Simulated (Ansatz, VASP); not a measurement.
# One calculation of BN, two programs

Contents of INCAR:

```
PREC = Accurate ; ENCUT = 600
EDIFF = 1E-6 ; ISMEAR = 0
SIGMA = 0.05 ; LREAL = F
LASPH = T ; NELM = 120
ALGO = Normal ; ISIF = 2
LWAVE = F ; LCHARG = T
GGA = PE ; LELF = T
LVHAR = T ; NBANDS = 11
GGA_COMPAT = F
```

Contents of KPOINTS:

```
regular mesh
0
Gamma
  12 12 12
```

The input POSCAR:

```
BN
1.0
    0.0000000000      1.9573363945      1.8848424539
    1.9573363945      0.0000000000      1.8848424539
    1.9573363945      1.9573363945      0.0000000000
B N
1 1
Direct
    0.0000000000      0.0000000000      0.0000000000
    0.7500000000      0.7500000000      0.7500000000
```

Input for Ansatz:

```yaml
crystal:
  lattice:
    - [0.0, 1.9573363945, 1.8848424539]
    - [1.9573363945, 0.0, 1.8848424539]
    - [1.9573363945, 1.9573363945, 0.0]
  atoms:
    - { symbol: B, position: [0.0, 0.0, 0.0] }
    - { symbol: "N", position: [0.75, 0.75, 0.75] }
basis:
  ecutwfc: 420
kpoints:
  mp_grid: { grid: [12, 12, 12] }
hamiltonian:
  xc: pbe
scf:
  occupations: { method: gaussian, width: 0.05 }
output:
  forces: true
  stress: true
  eigenvalues: true
```

Change from the starting cell: strain +0.080 along x and y, +0.040 along z, atoms carried along.

Alike in both runs: task single point; functional PBE; k mesh 12 × 12 × 12; occupations gaussian, width 0.05 eV; no spin polarisation.

```csv
,VASP,Ansatz
version,VASP 6.6.1,Ansatz 0.2.0
potentials or method,"VASP PAW PBE potentials, release 64 (B, N), cutoff 600 eV","scalar-relativistic, plane waves, PAW"
valence electrons in the cell,8,8
```

|  | VASP | Ansatz | Ansatz less VASP |
| --- | --- | --- | --- |
| gap on the k mesh at the Fermi level (eV) | 3.68 | 3.69 | +0.005 |
| least direct gap on the mesh (eV) | 7.06 | 7.04 | -0.020 |
| pressure (GPa) | -50.3 | -50.0 | +0.35 |
| traceless stress, the component that is largest in VASP (GPa) | 12.05 | 12.04 | -0.007 |

Both programs put the cell under strong tension, so it lies far from rest at this level. With one functional, cell and mesh, what is left measures potentials, basis and numerics.

Noted on VASP's run: the cell as given lies far from equilibrium.
